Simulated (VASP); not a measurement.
# Sr (I4/mmm) in VASP: a series of runs, part 2 of 2

VASP 6.6.1.

## (4) Single point, PBE (strain +0.080 along x and y, -0.040 along z)

Input file INCAR:

```
SYSTEM = Sr
ALGO = Fast ; EDIFF = 1E-6
ENCUT = 520 ; GGA = PE
ISIF = 2 ; ISMEAR = 0
LASPH = .TRUE. ; LCHARG = .FALSE.
LREAL = .FALSE. ; LWAVE = .FALSE.
NBANDS = 11 ; NELM = 80
PREC = Accurate ; SIGMA = 0.15
```

Input file KPOINTS:

```
k-points
0
G
  14 14 14
  0 0 0
```

Input file POSCAR:

```
Sr
1.0
   -2.6190000000      2.6190000000      2.3280000000
    2.6190000000     -2.6190000000      2.3280000000
    2.6190000000      2.6190000000     -2.3280000000
Sr
1
Direct
    0.0000000000      0.0000000000      0.0000000000
```

Potentials or basis: VASP PAW PBE potentials, release 64 (Sr_sv).

The run is started by

```console
> cat potpaw_PBE.64/Sr_sv/POTCAR > POTCAR
> mpirun -np 1 vasp_std > vasp.out
```

OUTCAR:

```text
SYSTEM = Sr
   EDIFF = 1E-6
   ENCUT = 520
   GGA = PE
   ISIF = 2
   ISMEAR = 0
   LASPH = .TRUE.
   LREAL = .FALSE.
   NELM = 80
   PREC = Accurate

 ion  position               nearest neighbor table
   1  0.000  0.000  0.000-

  LATTYP: Found a body centered tetragonal cell.
 ALAT       =     5.2380000000
 C/A-ratio  =     0.8888888889

  Lattice vectors:

 A1 = (  -2.6190000000,   2.6190000000,   2.3280000000)
 A2 = (   2.6190000000,  -2.6190000000,   2.3280000000)
 A3 = (   2.6190000000,   2.6190000000,  -2.3280000000)

Analysis of symmetry for initial positions (statically):
=====================================================================
 Subroutine PRICEL returns:
 Original cell was already a primitive cell.

 Routine SETGRP: Setting up the symmetry group for a
 body centered tetragonal supercell.

 Subroutine GETGRP returns: Found 16 space group operations
 (whereof 16 operations were pure point group operations)
 out of a pool of 16 trial point group operations.

The static configuration has the point symmetry D_4h.

[... 168 lines left out ...]
  band No.  band energies     occupation
      1     -35.8303      2.00000
      2     -17.7362      2.00000
      3     -17.7309      2.00000
      4     -17.7309      2.00000
      5      -2.3065      2.00000
      6       2.9171      0.00000
      7       3.5436      0.00000
      8       3.5436      0.00000
      9       3.9788      0.00000
     10       4.8207      0.00000
     11       8.2998      0.00000
[... 309 lines left out ...]
 k-point    24 :       0.2857    0.1429   -0.0000
  band No.  band energies     occupation
      1     -35.8234      2.00000
      2     -17.8298      2.00000
      3     -17.7660      2.00000
      4     -17.7471      2.00000
      5      -0.3099      2.00000
      6       1.8473      0.00000
      7       2.1720      0.00000
      8       4.1559      0.00000
      9       4.8141      0.00000
     10       5.1537      0.00000
     11       6.3545      0.00000

 [... further k-points ...]

------------------------ aborting loop because EDIFF is reached ----------------------------------------

  FORCE on cell =-STRESS in cart. coord.  units (eV):
  Direction    XX          YY          ZZ          XY          YZ          ZX
  --------------------------------------------------------------------------------------
  -------------------------------------------------------------------------------------
  Total       -0.5909955     -0.5909955     -0.4743754      0.0000000      0.0000000      0.0000000
  in kB      -14.8245249    -14.8245249    -11.8992285      0.0000000      0.0000000      0.0000000
  external PRESSURE =     -13.8494261 kB  Pullay stress =       0.0000000 kB

 VOLUME and BASIS-vectors are now :
 -----------------------------------------------------------------------------
  energy-cutoff  :      520.00
  volume of cell :       63.87
      direct lattice vectors                 reciprocal lattice vectors
    -2.619000000  2.619000000  2.328000000     0.000000000  0.190912562  0.214776632
     2.619000000 -2.619000000  2.328000000     0.190912562  0.000000000  0.214776632
     2.619000000  2.619000000 -2.328000000     0.190912562  0.190912562  0.000000000

 POSITION                                       TOTAL-FORCE (eV/Angst)
 -----------------------------------------------------------------------------------
      0.00000      0.00000      0.00000        -0.000000      0.000000      0.000000
 -----------------------------------------------------------------------------------
    total drift:                               -0.000000      0.000000      0.000000

  FREE ENERGIE OF THE ION-ELECTRON SYSTEM (eV)
  ---------------------------------------------------
  free  energy   TOTEN  =        -1.5866682677 eV

  energy  without entropy=       -1.5711302910  energy(sigma->0) =       -1.57889928
```

OSZICAR:

```text
N       E                     dE             d eps       ncg     rms          rms(c)
DAV:   1     0.364645692373E+02    0.36465E+02   -0.46151E+03  5376   0.763E+02
DAV:   2     0.269525898777E+00   -0.36195E+02   -0.35643E+02  6244   0.148E+02
DAV:   3    -0.150480828352E+01   -0.17743E+01   -0.17521E+01  8213   0.240E+01
DAV:   4    -0.157704492804E+01   -0.72237E-01   -0.72067E-01  7093   0.462E+00
DAV:   5    -0.157837660921E+01   -0.13317E-02   -0.13316E-02  7712   0.520E-01    0.100E+01
RMM:   6    -0.158325767624E+01   -0.48811E-02   -0.70840E-03  5648   0.967E-01    0.565E+00
RMM:   7    -0.158643652468E+01   -0.31788E-02   -0.14033E-02  5982   0.142E+00    0.294E-01
RMM:   8    -0.158656308646E+01   -0.12656E-03   -0.22930E-03  7305   0.383E-01    0.723E-02
RMM:   9    -0.158664213081E+01   -0.79044E-04   -0.52142E-04  8691   0.105E-01    0.373E-02
RMM:  10    -0.158666492221E+01   -0.22791E-04   -0.80889E-05  8609   0.408E-02    0.221E-02
RMM:  11    -0.158666796438E+01   -0.30422E-05   -0.26741E-05  8563   0.228E-02    0.703E-03
RMM:  12    -0.158666826771E+01   -0.30332E-06   -0.43213E-06  7089   0.868E-03
   1 F= -.15866683E+01 E0= -.15788993E+01  d E =-.155380E-01
```

stdout:

```text
POSCAR found type information on POSCAR Sr
 POSCAR found :  1 types and       1 ions
 scaLAPACK will be used
 LDA part: xc-table for (Slater+PW92), standard interpolation
 POSCAR, INCAR and KPOINTS ok, starting setup
 FFT: planning ... GRIDC
 FFT: planning ... GRID_SOFT
 FFT: planning ... GRID
 WAVECAR not read
 entering main loop
WARNING in EDDRMM: call to ZHEGV failed, returncode =   8  4      5
WARNING in EDDRMM: call to ZHEGV failed, returncode =   8  4      5
WARNING in EDDRMM: call to ZHEGV failed, returncode =   6  3      7
WARNING in EDDRMM: call to ZHEGV failed, returncode =   6  3      5
WARNING in EDDRMM: call to ZHEGV failed, returncode =   6  3      5
```

It took 91 s on 1 thread of Intel Xeon Platinum 8488C (Sapphire Rapids), shared host; peak memory 0.33 GiB.

What came out:

- Free energy: -1.5867 eV
- Pressure: -1.4 GPa
- Band gap on the k mesh: zero (bands 5 and 6 overlap by 0.31 eV)

Stress tensor (GPa, compression positive):
```
-1.48  0.00  0.00
 0.00 -1.48  0.00
 0.00  0.00 -1.19
```

Caveat: the cell differs from its parent crystal (strain +0.080 along x and y, -0.040 along z).

## (5) Single point, PBE (strain +0.080 along x and y, +0.000 along z)

Input file INCAR:

```
  PREC = Accurate
  ENCUT = 520
  EDIFF = 1E-6
  ISMEAR = 0
  SIGMA = 0.15
  LREAL = F
  LASPH = T
  NELM = 80
  ALGO = Fast
  ISIF = 2
  LWAVE = F
  LCHARG = T
  GGA = PE
  LELF = T
  LVHAR = T
  NBANDS = 11
```

Input file KPOINTS:

```
regular mesh
0
Gamma
  14 14 14
```

Input file POSCAR:

```
Sr
1.0
   -2.6190000000      2.6190000000      2.4250000000
    2.6190000000     -2.6190000000      2.4250000000
    2.6190000000      2.6190000000     -2.4250000000
Sr
1
Direct
    0.0000000000      0.0000000000      0.0000000000
```

The run is started by

```console
> cat potpaw_PBE.64/Sr_sv/POTCAR > POTCAR
> mpirun -np 1 vasp_std > vasp.out
```

It took 1.7 min on 1 thread of Intel Xeon Platinum 8488C (Sapphire Rapids), shared host; peak memory 0.33 GiB.

The run converged. Its results:

```
Free energy            : -1.5633 eV
Pressure               : -1.6 GPa
Band gap on the k mesh : zero (bands 5 and 6 overlap by 0.28 eV)
```

Levels at points of the mesh, in eV from the Fermi level:
```csv
k point,band 3,band 4,band 5,band 6,band 7,band 8
"(0.00, 0.00, 0.00)",-18.93,-18.93,-3.35,1.89,2.27,2.27
"(0.50, 0.00, 0.00)",-18.96,-18.93,-0.85,0.09,1.06,3.06
"(0.50, 0.50, 0.00)",-18.96,-18.92,-1.03,-0.10,1.47,2.74
"(0.50, 0.50, 0.50)",-19.00,-18.99,0.01,0.12,2.63,2.63
```

Caveat: the cell differs from its parent crystal (strain +0.080 along x and y, +0.000 along z).

## (6) Single point, PBE (strain -0.080 along x and y, +0.000 along z)

Input file INCAR:

```
SYSTEM = Sr
  PREC = Accurate
  ENCUT = 520
  EDIFF = 1E-6
  ISMEAR = 0
  SIGMA = 0.15
  LREAL = .False.
  LASPH = .True.
  NELM = 80
  ALGO = Fast
  ISIF = 2
  LWAVE = .False.
  LCHARG = .True.
  GGA = PE
  LELF = .True.
  LVHAR = .True.
  NBANDS = 11
```

Input file KPOINTS:

```
Automatic mesh
0
Gamma
  14 14 14
  0 0 0
```

Input file POSCAR:

```
Sr
1.0
   -2.2310000000      2.2310000000      2.4250000000
    2.2310000000     -2.2310000000      2.4250000000
    2.2310000000      2.2310000000     -2.4250000000
Sr
1
Direct
    0.0000000000      0.0000000000      0.0000000000
```

Potentials or basis: VASP PAW PBE potentials, release 64 (Sr_sv).

The run is started by

```console
> cat potpaw_PBE.64/Sr_sv/POTCAR > POTCAR
> mpirun -np 1 vasp_std > vasp.out
```

It took 67 s on 1 thread of Intel Xeon Platinum 8488C (Sapphire Rapids), shared host; peak memory 0.26 GiB.

The run converged. Its results:

```
Free energy            : -1.6093 eV
Pressure               : 1.6 GPa
Band gap on the k mesh : zero (bands 5 and 6 overlap by 0.48 eV)
```

Stress tensor (GPa, compression positive):
```
1.69 0.00 0.00
0.00 1.69 0.00
0.00 0.00 1.49
```

Levels at points of the mesh, in eV from the Fermi level:
```tsv
k point	band 1	band 2	band 3	band 4	band 5	band 6	band 7	band 8	band 9	band 10
(0.00, 0.00, 0.00)	-36.34	-18.19	-18.19	-18.19	-3.80	2.42	2.42	2.94	3.65	4.38
(0.50, 0.00, 0.00)	-36.31	-18.50	-18.28	-18.19	-1.10	0.39	1.46	3.56	4.69	5.98
(0.50, 0.50, 0.00)	-36.31	-18.50	-18.30	-18.21	-0.98	0.67	0.89	4.37	4.89	6.13
(0.50, 0.50, 0.50)	-36.29	-18.44	-18.39	-18.39	-0.40	-0.19	3.44	4.63	4.63	5.49
```

Caveat: the cell differs from its parent crystal (strain -0.080 along x and y, +0.000 along z).

## (7) Overview

```csv
cell,further INCAR settings,gap on the mesh (eV),pressure (GPa)
"a = 4.207 Å, angles 106.3, 106.3, 115.9°, 1 atom",ALGO = Fast; EDIFF = 1e-06; NBANDS = 11,none,-0.4
"a = 4.324 Å, angles 105.4, 105.4, 117.9°, 1 atom",ALGO = Fast; EDIFF = 1e-07; NBANDS = 11,none,-1.0
"a = 4.375 Å, angles 106.5, 106.5, 115.7°, 1 atom",ALGO = Fast; EDIFF = 1e-06; NBANDS = 11,none,-1.4
"a = 4.427 Å, angles 107.5, 107.5, 113.6°, 1 atom",ALGO = Fast; EDIFF = 1e-06; NBANDS = 11,none,-1.6
"a = 3.979 Å, angles 111.8, 111.8, 104.9°, 1 atom",ALGO = Fast; EDIFF = 1e-06; NBANDS = 11,none,1.6
```

Alike in all rows: task single point; level PBE; potentials or basis VASP PAW PBE potentials, release 64 (Sr_sv); no spin polarisation; k mesh 14 × 14 × 14; cutoff (eV) 520; smearing gaussian 0.15 eV.

Absolute energies hang on the potentials; compare differences alone.
